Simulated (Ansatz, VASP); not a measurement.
# GaSb: VASP beside Ansatz

Contents of INCAR:

```
SYSTEM = GaSb
PREC = Accurate
ENCUT = 600
EDIFF = 1E-6
ISMEAR = -1
SIGMA = 0.15
LREAL = .False.
LASPH = .True.
NELM = 100
ALGO = Normal
ISIF = 3
LWAVE = .False.
LCHARG = .False.
GGA = CA
IBRION = 2
NSW = 80
EDIFFG = -0.001
```

File KPOINTS:

```
regular mesh
0
Gamma
  16 16 16
  0 0 0
```

File POSCAR:

```
GaSb
1.0
    0.0000000000      3.0245489468      3.0245489468
    3.0245489468      0.0000000000      3.0245489468
    3.0245489468      3.0245489468      0.0000000000
Ga Sb
1 1
Direct
    0.0000000000      0.0000000000      0.0000000000
    0.2500000000      0.2500000000      0.2500000000
```

Input for Ansatz:

```yaml
crystal:
  lattice:
    - [0.0, 3.0245489468, 3.0245489468]
    - [3.0245489468, 0.0, 3.0245489468]
    - [3.0245489468, 3.0245489468, 0.0]
  atoms:
    - { symbol: Ga, position: [0.0, 0.0, 0.0] }
    - { symbol: Sb, position: [0.25, 0.25, 0.25] }
basis:
  ecutwfc: 420
kpoints:
  mp_grid: { grid: [16, 16, 16] }
hamiltonian:
  xc: lda
  pseudopotentials: { kind: paw, azcp: { folder: soft_1 } }
scf:
  occupations: { method: fermi_dirac, width: 0.15 }
output:
  forces: true
  stress: true
  eigenvalues: true
relax:
  adjacent_minimum: "off"
  f_tol: 0.001
  max_steps: 60
  cell: { stress_tol: 0.01 }
```

Alike in both runs: task relaxation of cell and atoms; functional LDA; k mesh 16 × 16 × 16; occupations fermi-dirac, width 0.15 eV; no spin polarisation.

```csv
,VASP,Ansatz
version,VASP 6.6.1,Ansatz 0.2.0
potentials or method,"VASP PAW LDA potentials, release 64 (Ga_d, Sb), cutoff 600 eV","scalar-relativistic, plane waves, PAW"
valence electrons in the cell,18,28
```

|  | VASP | Ansatz | Ansatz less VASP |
| --- | --- | --- | --- |
| gap on the k mesh at the Fermi level, each at its own relaxed structure (eV) | none | none | - |
| relaxed volume (Å³/atom) | 27.78 | 27.69 | -0.096 |
| relaxed length of the cell vector where the two differ most in proportion (Å) | 4.283 | 4.278 | -0.0049 |

Ansatz warns that its potentials were made for another functional, while VASP's fit it. LDA's correlation is that of Perdew and Zunger in VASP and of Perdew and Wang (1992) in Ansatz. A gap of «none» marks a metal or a gap that the smearing closes. VASP's potentials hold 18 valence electrons a cell and Ansatz's 28, so a difference there can come from the potentials and not from the codes.

Spin-orbit coupling is off throughout.
